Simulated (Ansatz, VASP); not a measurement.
**One calculation of SnO2, two programs**

```
Sn O
1.0
     4.73800    0.00000    0.00000
     0.00000    4.73800    0.00000
     0.00000    0.00000    3.18650
Sn O
2 4
Direct
  0.50136 0.50951 0.49746
  0.99024 0.00615 0.99822
  0.80742 0.19471 0.50555
  0.69731 0.69922 0.00342
  0.20807 0.81229 0.50986
  0.30845 0.30649 0.98763
```

Change from the starting cell: atoms moved at random, drawn with an rms of 0.05 Å.

Alike in both runs: task single point; functional PBEsol; k mesh 6 × 6 × 8; occupations fermi-dirac, width 0.05 eV; no spin polarisation.

|  | VASP | Ansatz |
| --- | --- | --- |
| version | VASP 6.6.1 | Ansatz 0.2.0 |
| potentials or method | VASP PAW PBE potentials, release 64 (Sn_d, O) | Ansatz PAW |
| plane-wave cutoff (eV) | 520 | 420 |
| valence electrons in the cell | 52 | 52 |

|  | VASP | Ansatz | Ansatz less VASP |
| --- | --- | --- | --- |
| gap on the k mesh at the Fermi level (eV) | 1.07 | 1.08 | +0.005 |
| least direct gap on the mesh (eV) | 1.07 | 1.08 | +0.005 |
| pressure (GPa) | 5.4 | 4.7 | -0.67 |
| traceless stress, the component that is largest in VASP (GPa) | 1.02 | 0.82 | -0.199 |
| rms of the force components (eV/Å) | 0.595 | 0.587 | -0.0078 |

VASP's potentials were made for PBE, not for PBEsol. Atom by atom the forces differ by 0.012 eV/Å (rms over components).
